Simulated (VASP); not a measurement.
# TaN (P6_3mc) in VASP: a series of runs

Runs on TaN. Level: PBEsol. Tasks: single point.

Everything below comes from runs of VASP 6.6.1. Logs are shortened: lines on timing, memory, paths and dates and some standing lists are left out, and cuts for length are marked.

### Step 1. The cell of the first run

Symmetry: P6_3mc, No. 186, hexagonal system. The conventional cell has a = 2.959 Å, b = 2.959 Å, c = 4.940 Å, α = 90.00°, β = 90.00°, γ = 120.00°. Ta (site symmetry 3m) has 4 N at 1.80 to 1.90 Å within 2.4 Å. N (site symmetry 3m) has 4 Ta at 1.80 to 1.90 Å within 2.4 Å.

### Step 2. Single point, PBEsol (equal xx and yy strain of -3 %)

The input, INCAR:

```
SYSTEM = TaN
PREC = Accurate
ENCUT = 520
EDIFF = 1E-7
ISMEAR = -1
SIGMA = 0.01
LREAL = .False.
LASPH = .True.
NELM = 80
ALGO = Normal
ISIF = 2
LWAVE = .False.
LCHARG = .False.
GGA = PS
NBANDS = 24
```

The input, KPOINTS:

```
regular mesh
0
Gamma
  9 9 5
  0 0 0
```

The input, POSCAR:

```
TaN
1.0
    2.9585010578      0.0000000000      0.0000000000
   -1.4792505289      2.5621370732      0.0000000000
    0.0000000000      0.0000000000      4.9400000000
Ta N
2 2
Direct
    0.3333333333      0.6666666667      0.0000000000
    0.6666666667      0.3333333333      0.5000000000
    0.3333333333      0.6666666667      0.3850000000
    0.6666666667      0.3333333333      0.8850000000
```

Potentials or basis: VASP PAW PBE potentials, release 64 (Ta_pv, N).

Run with:

```
cat potpaw_PBE.64/Ta_pv/POTCAR potpaw_PBE.64/N/POTCAR > POTCAR
mpirun -np 1 vasp_std > vasp.out
```

OUTCAR:

```text
SYSTEM = TaN
   PREC = Accurate
   ENCUT = 520
   EDIFF = 1E-7
   ISMEAR = -1
   LREAL = .False.
   LASPH = .True.
   NELM = 80
   ISIF = 2
   GGA = PS

 ion  position               nearest neighbor table
   1  0.333  0.667  0.000-   4 1.80   4 1.80   4 1.80   3 1.90   2 3.00   2 3.00   2 3.00   2 3.00
                             2 3.00   2 3.00
   2  0.667  0.333  0.500-   3 1.80   3 1.80   3 1.80   4 1.90   1 3.00   1 3.00   1 3.00   1 3.00
                             1 3.00   1 3.00
   3  0.333  0.667  0.385-   2 1.80   2 1.80   2 1.80   1 1.90
   4  0.667  0.333  0.885-   1 1.80   1 1.80   1 1.80   2 1.90

  LATTYP: Found a hexagonal cell.
 ALAT       =     2.9585010578
 C/A-ratio  =     1.6697644866

  Lattice vectors:

 A1 = (   2.9585010578,   0.0000000000,   0.0000000000)
 A2 = (  -1.4792505289,   2.5621370732,   0.0000000000)
 A3 = (   0.0000000000,   0.0000000000,   4.9400000000)

Analysis of symmetry for initial positions (statically):
=====================================================================
 Subroutine PRICEL returns:
 Original cell was already a primitive cell.

 Routine SETGRP: Setting up the symmetry group for a
 hexagonal supercell.

 Subroutine GETGRP returns: Found 12 space group operations
 (whereof  6 operations were pure point group operations)
 out of a pool of 24 trial point group operations.

The static configuration has the point symmetry C_3v.
 The point group associated with its full space group is C_6v.

Analysis of symmetry for dynamics (positions and initial velocities):
=====================================================================
 Subroutine PRICEL returns:
 Original cell was already a primitive cell.

 Routine SETGRP: Setting up the symmetry group for a
 hexagonal supercell.

 Subroutine GETGRP returns: Found 12 space group operations
 (whereof  6 operations were pure point group operations)
 out of a pool of 24 trial point group operations.

The dynamic configuration has the point symmetry C_3v.
 The point group associated with its full space group is C_6v.

 Subroutine INISYM returns: Found 12 space group operations
 (whereof  6 operations are pure point group operations),
 and found     1 'primitive' translations

----------------------------------------------------------------------------------------

                                     Primitive cell

  volume of cell :      37.4456

  direct lattice vectors                    reciprocal lattice vectors
     2.958501058  0.000000000  0.000000000     0.338009005  0.195149590  0.000000000
    -1.479250529  2.562137073  0.000000000     0.000000000  0.390299181  0.000000000
     0.000000000  0.000000000  4.940000000     0.000000000  0.000000000  0.202429150

  length of vectors
     2.958501058  2.958501058  4.940000000     0.390299181  0.390299181  0.202429150

  position of ions in fractional coordinates (direct lattice)
     0.333333333  0.666666667  0.000000000
     0.666666667  0.333333333  0.500000000
     0.333333333  0.666666667  0.385000000
     0.666666667  0.333333333  0.885000000

  ion indices of the primitive-cell ions
   primitive index   ion index
                 1           1
                 2           2
                 3           3
                 4           4

----------------------------------------------------------------------------------------

 KPOINTS: regular mesh

Automatic generation of k-mesh.
 Grid dimensions read from file:
 generate k-points for:    9    9    5

 Generating k-lattice:

  Cartesian coordinates                     Fractional coordinates (reciprocal lattice)
     0.037556556  0.021683288  0.000000000     0.111111111 -0.000000000  0.000000000
     0.000000000  0.043366576  0.000000000     0.000000000  0.111111111  0.000000000
     0.000000000  0.000000000  0.040485830     0.000000000  0.000000000  0.200000000

  Length of vectors
     0.043366576  0.043366576  0.040485830

  Shift w.r.t. Gamma in fractional coordinates (k-lattice)
     0.000000000  0.000000000  0.000000000

 Subroutine IBZKPT returns following result:
 ===========================================

 Found     36 irreducible k-points:

 Following reciprocal coordinates:
            Coordinates               Weight
  0.000000  0.000000  0.000000      1.000000
  0.111111 -0.000000  0.000000      6.000000
  0.222222 -0.000000  0.000000      6.000000
  0.333333 -0.000000  0.000000      6.000000
  0.444444 -0.000000  0.000000      6.000000
  0.111111  0.111111  0.000000      6.000000
[... 16 lines left out ...]
  0.333333  0.222222  0.200000     24.000000
  0.333333  0.333333  0.200000      4.000000
 [... further k-points ...]
   k-points           NKPTS =     36   k-points in BZ     NKDIM =     36   number of bands    NBANDS=     24
   number of dos      NEDOS =    301   number of ions     NIONS =      4
   total plane-waves  NPLWV =  23040
   dimension x,y,z NGX =    24 NGY =   24 NGZ =   40
   dimension x,y,z NGXF=    48 NGYF=   48 NGZF=   80
   ions per type =               2   2
   NGX,Y,Z   is equivalent  to a cutoff of  13.49, 13.49, 13.46 a.u.
   NGXF,Y,Z  is equivalent  to a cutoff of  26.97, 26.97, 26.92 a.u.
 SYSTEM =  TaN
   PREC   = accura    normal or accurate (medium, high low for compatibility)
   ISTART =      0    job   : 0-new  1-cont  2-samecut
   ICHARG =      2    charge: 1-file 2-atom 10-const
   ISPIN  =      1    spin polarized calculation?
   LNONCOLLINEAR =      F non collinear calculations
   LSORBIT =      F    spin-orbit coupling
   LASPH  =      T    aspherical Exc in radial PAW
   ENCUT  =  520.0 eV  38.22 Ry    6.18 a.u.   5.50  5.50  9.19*2*pi/ulx,y,z
   NELM   =     80;   NELMIN=  2; NELMDL= -5     # of ELM steps
   EDIFF  = 0.1E-06   stopping-criterion for ELM
   LREAL  =      F    real-space projection
   EDIFFG = 0.1E-05   stopping-criterion for IOM
   NSW    =      0    number of steps for IOM
   IBRION =     -1    ionic relax: 0-MD 1-quasi-New 2-CG
   NFREE  =      0    steps in history (QN), initial steepest desc. (CG)
   ISIF   =      2    stress and relaxation
   ISYM   =      2    0-nonsym 1-usesym 2-fastsym
   POTIM  = 0.5000    time-step for ionic-motion
   TEBEG  =    0.0;   TEEND  =   0.0 temperature during run
   PSTRESS=    0.0 pullay stress
   NELECT =      32.0000    total number of electrons
   NUPDOWN=      -1.0000    fix difference up-down
   EMIN   =  10.00;   EMAX   =-10.00  energy-range for DOS
   EFERMI =   0.00;   METHOD = LEGACY
   ISMEAR =    -1;   SIGMA  =   0.01  broadening in eV -4-tet -1-fermi 0-gaus
   EFERMI_NEDOS =   21; number of points for ismear=-14 and -15
   IALGO  =     38    algorithm
   IMIX   =      4    mixing-type and parameters
     AMIX     =   0.40;   BMIX     =  1.00
     AMIX_MAG =   1.60;   BMIX_MAG =  1.00
  volume/ion in A,a.u.               =       9.36        63.17
  Fermi-wavevector in a.u.,A,eV,Ry     =   1.553547  2.935779 32.837786  2.413509
  Thomas-Fermi vector in A             =   2.657762
   LORBIT       =      0    0 simple, 1 ext, 2 COOP (PROOUT), +10 PAW based schemes
   GGA     = PS    functional components
   LHFCALC =     F    Hartree Fock is set to
   AEXX    =    0.0000 exact exchange contribution
   IVDW    =     0    specifies the selected vdW correction
   LEPSILON=     F    determine dielectric tensor
   LRPA    =     F    only Hartree local field effects (RPA)
 non-spin polarized calculation
  energy-cutoff  :      520.00
  volume of cell :       37.45
 maximum number of plane-waves:      1032
 NGX is ok and might be reduce to    24
   NGX = 11   NGY = 11   NGZ = 19

 number of electron      32.0000006 magnetization

 Free energy of the ion-electron system (eV)
  ---------------------------------------------------
  ext. energy  EPLUGINS =         0.00000000
  ---------------------------------------------------
  free energy    TOTEN  =       -38.36233853 eV

  energy without entropy =      -38.36132201  energy(sigma->0) =      -38.36183027

 E-fermi :  10.3055     XC(G=0): -14.0368

 val. band max:       10.2929736598   @ k =   0.1111   0.1111   0.4000
 cond. band min:      10.3142225207   @ k =   0.3333  -0.0000   0.2000
 fundamental gap:      0.0212488609
 Fermi energy:        10.3055118830

 k-point     1 :       0.0000    0.0000    0.0000
  band No.  band energies     occupation
      1     -25.8628      2.00000
      2     -24.5769      2.00000
      3     -24.5769      2.00000
      4     -24.3724      2.00000
      5     -24.3724      2.00000
      6     -24.2767      2.00000
[... 16 lines left out ...]
     23      17.3980      0.00000
     24      17.3980      0.00000

 k-point     2 :       0.1111   -0.0000    0.0000
  band No.  band energies     occupation
      1     -25.8105      2.00000
      2     -24.7509      2.00000
      3     -24.6250      2.00000
      4     -24.5706      2.00000
      5     -24.4028      2.00000
      6     -24.2961      2.00000
[... 16 lines left out ...]
     23      17.4737      0.00000
     24      17.9552      0.00000

 k-point     3 :       0.2222   -0.0000    0.0000
  band No.  band energies     occupation
      1     -25.6886      2.00000
      2     -25.1545      2.00000
      3     -25.0261      2.00000
      4     -24.7420      2.00000
      5     -24.4814      2.00000
      6     -24.3601      2.00000
[... 16 lines left out ...]
     23      17.9998      0.00000
     24      19.6923      0.00000
[... 514 lines left out ...]
 k-point    23 :       0.3333    0.2222    0.2000
  band No.  band energies     occupation
      1     -25.8921      2.00000
      2     -25.7985      2.00000
      3     -25.2742      2.00000
      4     -24.9969      2.00000
      5     -24.8869      2.00000
      6     -24.6353      2.00000
[... 16 lines left out ...]
     23      18.3751      0.00000
     24      18.9379      0.00000

 k-point    24 :       0.3333    0.3333    0.2000
  band No.  band energies     occupation
      1     -25.7896      2.00000
      2     -25.7896      2.00000
      3     -25.4581      2.00000
      4     -25.1300      2.00000
      5     -24.7553      2.00000
      6     -24.7553      2.00000
[... 16 lines left out ...]
     23      18.9572      0.00000
     24      18.9572      0.00000

 [... further k-points ...]

------------------------ aborting loop because EDIFF is reached ----------------------------------------

  FORCE on cell =-STRESS in cart. coord.  units (eV):
  Direction    XX          YY          ZZ          XY          YZ          ZX
  --------------------------------------------------------------------------------------
  -------------------------------------------------------------------------------------
  Total       46.4150717     46.4150717     33.9072849      0.0000000      0.0000000      0.0000000
  in kB     1985.9511860   1985.9511860   1450.7833385      0.0000000      0.0000000      0.0000000
  external PRESSURE =    1807.5619035 kB  Pullay stress =       0.0000000 kB

 VOLUME and BASIS-vectors are now :
 -----------------------------------------------------------------------------
  energy-cutoff  :      520.00
  volume of cell :       37.45
      direct lattice vectors                 reciprocal lattice vectors
     2.958501058  0.000000000  0.000000000     0.338009005  0.195149590  0.000000000
    -1.479250529  2.562137073  0.000000000     0.000000000  0.390299181  0.000000000
     0.000000000  0.000000000  4.940000000     0.000000000  0.000000000  0.202429150

 POSITION                                       TOTAL-FORCE (eV/Angst)
 -----------------------------------------------------------------------------------
     -0.00000      1.70809      0.00000         0.000000      0.000000      4.272313
      1.47925      0.85405      2.47000        -0.000000      0.000000      4.272313
     -0.00000      1.70809      1.90190        -0.000000      0.000000     -4.272313
      1.47925      0.85405      4.37190         0.000000      0.000000     -4.272313
 -----------------------------------------------------------------------------------
    total drift:                               -0.000000     -0.000000     -0.000174

  FREE ENERGIE OF THE ION-ELECTRON SYSTEM (eV)
  ---------------------------------------------------
  free  energy   TOTEN  =       -38.3623385311 eV

  energy  without entropy=      -38.3613220145  energy(sigma->0) =      -38.36183027
```

Run time: 22 s. Hardware: 1 thread of Intel Xeon Platinum 8488C (Sapphire Rapids), shared host; peak memory 0.17 GiB.

What came out:

| Property | Result |
| --- | --- |
| Free energy | -38.3623 eV |
| Pressure | 180.8 GPa |
| Largest force | 4.272 eV/Å |
| Band gap on the k mesh | zero (band 16 reaches 10.93 eV, above the bottom of band 17 at 8.46 eV) |

Forces in eV/Å, atoms in the order of the input:
```
Ta   0.000  0.000  4.272
Ta   0.000  0.000  4.272
N    0.000  0.000 -4.272
N    0.000  0.000 -4.272
```

Caveat: the cell differs from its parent crystal (equal xx and yy strain of -3 %); the PAW data sets were made with another functional, which shifts forces and pressure a little; spin-orbit coupling is left out, which moves the levels of the heavy elements.

(Part 1 of 2 ends here.)
